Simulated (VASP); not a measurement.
Set up this calculation in VASP 6.6.1, as the native input.

```yaml
Task: single point
Functional: PBE
Potentials_or_basis: VASP PAW PBE potentials, release 64 (Sn_d, Se)
Cutoff: 520 eV
k_mesh: 6 × 6 × 4
Occupations: gaussian, width 0.01 eV
Spin: no spin polarisation
Dipole_correction: no
Further_INCAR_settings: ALGO = Normal; EDIFF = 1e-07; NBANDS = 20
```

The structure of SnSe2 lies in POSCAR:

```
SnSe2
1.0
    3.7768187865      0.0000000000      0.0000000000
   -1.8884093933      3.2708211991      0.0000000000
    0.0000000000      0.0000000000      6.0809656453
Sn Se
1 2
Direct
    0.0000000000      0.0000000000      0.0000000000
    0.3333333333      0.6666666667      0.2490000000
    0.6666666667      0.3333333333      0.7510000000
```

These files were run (other wordings do the same):

INCAR

```
SYSTEM = SnSe2
PREC = Accurate ; ENCUT = 520
EDIFF = 1E-7 ; ISMEAR = 0
SIGMA = 0.01 ; LREAL = .False.
LASPH = .True. ; NELM = 100
ALGO = Normal ; ISIF = 2
LWAVE = .False. ; LCHARG = .False.
GGA = PE ; NBANDS = 20
```

KPOINTS

```
regular mesh
0
Gamma
  6 6 4
  0 0 0
```

Potentials or basis: VASP PAW PBE potentials, release 64 (Sn_d, Se).

The run is started by

```console
$ cat potpaw_PBE.64/Sn_d/POTCAR potpaw_PBE.64/Se/POTCAR > POTCAR
$ mpirun -np 1 vasp_std > vasp.out
```

It gave:

```json
{
 "Pressure": "8.0 GPa",
 "Largest force": "1.082 eV/Å",
 "Band gap on the k mesh": "0.84 eV, indirect (least direct gap 1.21 eV)"
}
```

Caveat: spin-orbit coupling is left out, which moves the levels of the heavy elements; this functional lacks dispersion, which binds the layers, so the pressure and a relaxed spacing across them are unreliable; forces of over 1 eV/Å act on the atoms, so gaps and moduli don't describe the material at rest.

It took 60 s on 1 thread of Intel Xeon 8259CL, with other jobs on the host, peak memory 0.2 GiB.
